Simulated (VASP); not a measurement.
# Ag (R-3m) in VASP: single point with PBE

Aim: the single point of Ag with PBE.

All numbers are computed with VASP 6.6.1; they aren't measurements. Logs are shortened: lines on timing, memory, paths and dates and some standing lists are left out, and cuts for length are marked.

## 1. The cell of the first run

The structure is trigonal, space group R-3m (No. 166). Conventional cell: a = 2.936 Å, b = 2.936 Å, c = 21.543 Å, α = 90.00°, β = 90.00°, γ = 120.00°. Ag (site symmetry -3m) has 12 Ag at 2.93 to 2.94 Å within 3.9 Å. Ag (site symmetry 3m) has 12 Ag at 2.93 to 2.94 Å within 3.9 Å.

## 2. Single point, PBE

Input file INCAR:

```
PREC = Accurate ; ENCUT = 520
EDIFF = 1E-6 ; ISMEAR = 0
SIGMA = 0.1 ; LREAL = F
LASPH = T ; NELM = 60
ALGO = Fast ; ISIF = 2
LWAVE = F ; LCHARG = F
GGA = PE ; NBANDS = 24
```

Input file KPOINTS:

```
regular mesh
0
Gamma
  18 18 18
```

Input file POSCAR:

```
Ag
1.0
    1.4678292087      0.8474515887      7.1810788478
   -1.4678292087      0.8474515887      7.1810788478
    0.0000000000     -1.6949031775      7.1810788478
Ag
3
Direct
    0.0000000000      0.0000000000      0.0000000000
    0.7777144795      0.7777144795      0.7777144795
    0.2222855205      0.2222855205      0.2222855205
```

Potentials or basis: VASP PAW PBE potentials, release 64 (Ag).

The run is started by

```console
$ cat potpaw_PBE.64/Ag/POTCAR > POTCAR
$ mpirun -np 1 vasp_std > vasp.out
```

OUTCAR:

```text
PREC = Accurate
   ENCUT = 520
   EDIFF = 1E-6
   ISMEAR = 0
   LREAL = F
   LASPH = T
   NELM = 60
   ISIF = 2
   GGA = PE

 ion  position               nearest neighbor table
   1  0.000  0.000  0.000-   2 2.93   3 2.93   2 2.93   2 2.93   3 2.93   3 2.93
   2  0.778  0.778  0.778-   1 2.93   1 2.93   1 2.93   3 2.94   3 2.94   3 2.94
   3  0.222  0.222  0.222-   1 2.93   1 2.93   1 2.93   2 2.94   2 2.94   2 2.94

  LATTYP: Found a trigonal (rhomboedric) cell.
 ALAT       =     7.3783866935
 COS(alpha) =     0.9208486691

  Lattice vectors:

 A1 = (   1.4678292087,   0.8474515887,   7.1810788478)
 A2 = (  -1.4678292087,   0.8474515887,   7.1810788478)
 A3 = (   0.0000000000,  -1.6949031775,   7.1810788478)

Analysis of symmetry for initial positions (statically):
=====================================================================
 Subroutine PRICEL returns:
 Original cell was already a primitive cell.

 Routine SETGRP: Setting up the symmetry group for a
 trigonal (rhombohedral) supercell.

 Subroutine GETGRP returns: Found 12 space group operations
 (whereof 12 operations were pure point group operations)
 out of a pool of 12 trial point group operations.

The static configuration has the point symmetry D_3d.

Analysis of symmetry for dynamics (positions and initial velocities):
=====================================================================
 Subroutine PRICEL returns:
 Original cell was already a primitive cell.

 Routine SETGRP: Setting up the symmetry group for a
 trigonal (rhombohedral) supercell.

 Subroutine GETGRP returns: Found 12 space group operations
 (whereof 12 operations were pure point group operations)
 out of a pool of 12 trial point group operations.

The dynamic configuration has the point symmetry D_3d.

 Subroutine INISYM returns: Found 12 space group operations
 (whereof 12 operations are pure point group operations),
 and found     1 'primitive' translations

----------------------------------------------------------------------------------------

                                     Primitive cell

  volume of cell :      53.5959

  direct lattice vectors                    reciprocal lattice vectors
     1.467829209  0.847451589  7.181078848     0.340639086  0.196668068  0.046418281
    -1.467829209  0.847451589  7.181078848    -0.340639086  0.196668068  0.046418281
     0.000000000 -1.694903178  7.181078848     0.000000000 -0.393336136  0.046418281

  length of vectors
     7.378386694  7.378386694  7.378386694     0.396065617  0.396065617  0.396065617

  position of ions in fractional coordinates (direct lattice)
     0.000000000  0.000000000  0.000000000
     0.777714479  0.777714479  0.777714479
     0.222285521  0.222285521  0.222285521

  ion indices of the primitive-cell ions
   primitive index   ion index
                 1           1
                 2           2
                 3           3

----------------------------------------------------------------------------------------

 KPOINTS: regular mesh

Automatic generation of k-mesh.
 Grid dimensions read from file:
 generate k-points for:   18   18   18

 Generating k-lattice:

  Cartesian coordinates                     Fractional coordinates (reciprocal lattice)
     0.018924394  0.010926004  0.002578793     0.055555556  0.000000000  0.000000000
    -0.018924394  0.010926004  0.002578793     0.000000000  0.055555556  0.000000000
     0.000000000 -0.021852008  0.002578793     0.000000000  0.000000000  0.055555556

  Length of vectors
     0.022003645  0.022003645  0.022003645

  Shift w.r.t. Gamma in fractional coordinates (k-lattice)
     0.000000000  0.000000000  0.000000000

 Subroutine IBZKPT returns following result:
 ===========================================

 Found    580 irreducible k-points:

 Following reciprocal coordinates:
            Coordinates               Weight
  0.000000  0.000000  0.000000      1.000000
  0.055556 -0.000000  0.000000      6.000000
  0.111111 -0.000000  0.000000      6.000000
  0.166667 -0.000000  0.000000      6.000000
  0.222222 -0.000000  0.000000      6.000000
  0.277778 -0.000000 -0.000000      6.000000
[... 16 lines left out ...]
 -0.277778  0.055556  0.000000     12.000000
 -0.222222  0.055556 -0.000000     12.000000
 [... further k-points ...]
   k-points           NKPTS =    580   k-points in BZ     NKDIM =    580   number of bands    NBANDS=     24
   number of dos      NEDOS =    301   number of ions     NIONS =      3
   total plane-waves  NPLWV = 175616
   dimension x,y,z NGX =    56 NGY =   56 NGZ =   56
   dimension x,y,z NGXF=   112 NGYF=  112 NGZF=  112
   ions per type =               3
   NGX,Y,Z   is equivalent  to a cutoff of  12.62, 12.62, 12.62 a.u.
   NGXF,Y,Z  is equivalent  to a cutoff of  25.24, 25.24, 25.24 a.u.
 SYSTEM =  unknown system
   PREC   = accura    normal or accurate (medium, high low for compatibility)
   ISTART =      0    job   : 0-new  1-cont  2-samecut
   ICHARG =      2    charge: 1-file 2-atom 10-const
   ISPIN  =      1    spin polarized calculation?
   LNONCOLLINEAR =      F non collinear calculations
   LSORBIT =      F    spin-orbit coupling
   LASPH  =      T    aspherical Exc in radial PAW
   ENCUT  =  520.0 eV  38.22 Ry    6.18 a.u.  13.72 13.72 13.72*2*pi/ulx,y,z
   NELM   =     60;   NELMIN=  2; NELMDL= -5     # of ELM steps
   EDIFF  = 0.1E-05   stopping-criterion for ELM
   LREAL  =      F    real-space projection
   EDIFFG = 0.1E-04   stopping-criterion for IOM
   NSW    =      0    number of steps for IOM
   IBRION =     -1    ionic relax: 0-MD 1-quasi-New 2-CG
   NFREE  =      0    steps in history (QN), initial steepest desc. (CG)
   ISIF   =      2    stress and relaxation
   ISYM   =      2    0-nonsym 1-usesym 2-fastsym
   POTIM  = 0.5000    time-step for ionic-motion
   TEBEG  =    0.0;   TEEND  =   0.0 temperature during run
   PSTRESS=    0.0 pullay stress
   NELECT =      33.0000    total number of electrons
   NUPDOWN=      -1.0000    fix difference up-down
   EMIN   =  10.00;   EMAX   =-10.00  energy-range for DOS
   EFERMI =   0.00;   METHOD = LEGACY
   ISMEAR =     0;   SIGMA  =   0.10  broadening in eV -4-tet -1-fermi 0-gaus
   EFERMI_NEDOS =   21; number of points for ismear=-14 and -15
   IALGO  =     68    algorithm
   IMIX   =      4    mixing-type and parameters
     AMIX     =   0.40;   BMIX     =  1.00
     AMIX_MAG =   1.60;   BMIX_MAG =  1.00
  volume/ion in A,a.u.               =      17.87       120.56
  Fermi-wavevector in a.u.,A,eV,Ry     =   1.392737  2.631891 26.391432  1.939716
  Thomas-Fermi vector in A             =   2.516451
   LORBIT       =      0    0 simple, 1 ext, 2 COOP (PROOUT), +10 PAW based schemes
   GGA     = PE    functional components
   LHFCALC =     F    Hartree Fock is set to
   AEXX    =    0.0000 exact exchange contribution
   IVDW    =     0    specifies the selected vdW correction
   LEPSILON=     F    determine dielectric tensor
   LRPA    =     F    only Hartree local field effects (RPA)
 non-spin polarized calculation
 RMM-DIIS sequential band-by-band and
 Gauss-broadening in eV      SIGMA  =   0.10
  energy-cutoff  :      520.00
  volume of cell :       53.60
 maximum number of plane-waves:      1482
   NGX = 27   NGY = 27   NGZ = 27

 number of electron      33.0000001 magnetization

 Free energy of the ion-electron system (eV)
  ---------------------------------------------------
  ext. energy  EPLUGINS =         0.00000000
  ---------------------------------------------------
  free energy    TOTEN  =        -8.14929713 eV

  energy without entropy =       -8.14524783  energy(sigma->0) =       -8.14727248

 E-fermi :   7.8056     XC(G=0): -11.9322

 val. band max:        7.8027019554   @ k =  -0.1667  -0.2222   0.0556
 cond. band min:       7.8066595208   @ k =  -0.3889   0.1111   0.1111
 fundamental gap:      0.0039575654
 Fermi energy:         7.8056120320

 k-point     1 :       0.0000    0.0000    0.0000
  band No.  band energies     occupation
      1       0.3670      2.00000
      2       1.8004      2.00000
      3       1.8075      2.00000
      4       3.1425      2.00000
      5       3.1425      2.00000
      6       3.1581      2.00000
[... 16 lines left out ...]
     23      24.7086      0.00000
     24      25.7828      0.00000

 k-point     2 :       0.0556   -0.0000    0.0000
  band No.  band energies     occupation
      1       0.4509      2.00000
      2       1.8578      2.00000
      3       1.8666      2.00000
      4       3.1125      2.00000
      5       3.1233      2.00000
      6       3.1787      2.00000
[... 16 lines left out ...]
     23      24.4450      0.00000
     24      25.0490      0.00000

 k-point     3 :       0.1111   -0.0000    0.0000
  band No.  band energies     occupation
      1       0.6953      2.00000
      2       2.0157      2.00000
      3       2.0280      2.00000
      4       3.0175      2.00000
      5       3.0443      2.00000
      6       3.2229      2.00000
[... 16 lines left out ...]
     23      23.9706      0.00000
     24      24.2035      0.00000

 k-point     4 :       0.1667   -0.0000    0.0000
  band No.  band energies     occupation
      1       1.0721      2.00000
      2       2.2195      2.00000
      3       2.2260      2.00000
      4       2.8491      2.00000
      5       2.9541      2.00000
      6       3.0818      2.00000
[... 16 lines left out ...]
     23      23.0999      0.00000
     24      23.6835      0.00000

 k-point     5 :       0.2222   -0.0000    0.0000
  band No.  band energies     occupation
      1       1.5055      2.00000
      2       2.2967      2.00000
      3       2.3565      2.00000
      4       2.6371      2.00000
      5       2.8416      2.00000
      6       3.0357      2.00000
[... 451 lines left out ...]
 k-point    22 :      -0.3333    0.0556    0.0000
  band No.  band energies     occupation
      1       1.8730      2.00000
      2       2.0742      2.00000
      3       2.1761      2.00000
      4       2.3269      2.00000
      5       2.4632      2.00000
      6       3.2077      2.00000
[... 16 lines left out ...]
     23      19.3199      0.00000
     24      19.6263      0.00000

 k-point    23 :      -0.2778    0.0556    0.0000
  band No.  band energies     occupation
      1       1.9325      2.00000
      2       2.1905      2.00000
      3       2.2727      2.00000
      4       2.4423      2.00000
      5       2.5824      2.00000
      6       3.2086      2.00000
[... 16 lines left out ...]
     23      19.8795      0.00000
     24      20.1381      0.00000

 k-point    24 :      -0.2222    0.0556   -0.0000
  band No.  band energies     occupation
      1       1.7476      2.00000
      2       2.3106      2.00000
      3       2.3843      2.00000
      4       2.5777      2.00000
      5       2.7221      2.00000
      6       3.0288      2.00000
[... 16 lines left out ...]
     23      20.6838      0.00000
     24      21.4559      0.00000

 [... further k-points ...]

------------------------ aborting loop because EDIFF is reached ----------------------------------------

  FORCE on cell =-STRESS in cart. coord.  units (eV):
  Direction    XX          YY          ZZ          XY          YZ          ZX
  --------------------------------------------------------------------------------------
  -------------------------------------------------------------------------------------
  Total       -0.0194478     -0.0194478     -0.0036106      0.0000000      0.0000000     -0.0000000
  in kB       -0.5813669     -0.5813669     -0.1079343      0.0000000      0.0000000     -0.0000000
  external PRESSURE =      -0.4235560 kB  Pullay stress =       0.0000000 kB

 VOLUME and BASIS-vectors are now :
 -----------------------------------------------------------------------------
  energy-cutoff  :      520.00
  volume of cell :       53.60
      direct lattice vectors                 reciprocal lattice vectors
     1.467829209  0.847451589  7.181078848     0.340639086  0.196668068  0.046418281
    -1.467829209  0.847451589  7.181078848    -0.340639086  0.196668068  0.046418281
     0.000000000 -1.694903178  7.181078848     0.000000000 -0.393336136  0.046418281

 POSITION                                       TOTAL-FORCE (eV/Angst)
 -----------------------------------------------------------------------------------
      0.00000      0.00000      0.00000         0.000000      0.000000      0.000000
      0.00000     -0.00000     16.75449         0.000000      0.000000     -0.000625
      0.00000     -0.00000      4.78875         0.000000     -0.000000      0.000625
 -----------------------------------------------------------------------------------
    total drift:                                0.000000      0.000000      0.000000

  FREE ENERGIE OF THE ION-ELECTRON SYSTEM (eV)
  ---------------------------------------------------
  free  energy   TOTEN  =        -8.1492971253 eV

  energy  without entropy=       -8.1452478267  energy(sigma->0) =       -8.14727248
```

Wall time 47 min (1 thread of Intel Xeon Platinum 8488C (Sapphire Rapids), shared host); peak memory 0.85 GiB.

What came out:

| Item | Value |
| --- | --- |
| Free energy | -8.1493 eV |
| Pressure | 0.0 GPa |
| Band gap on the k mesh | zero (an odd number of electrons rules out a gap without spin polarisation) |
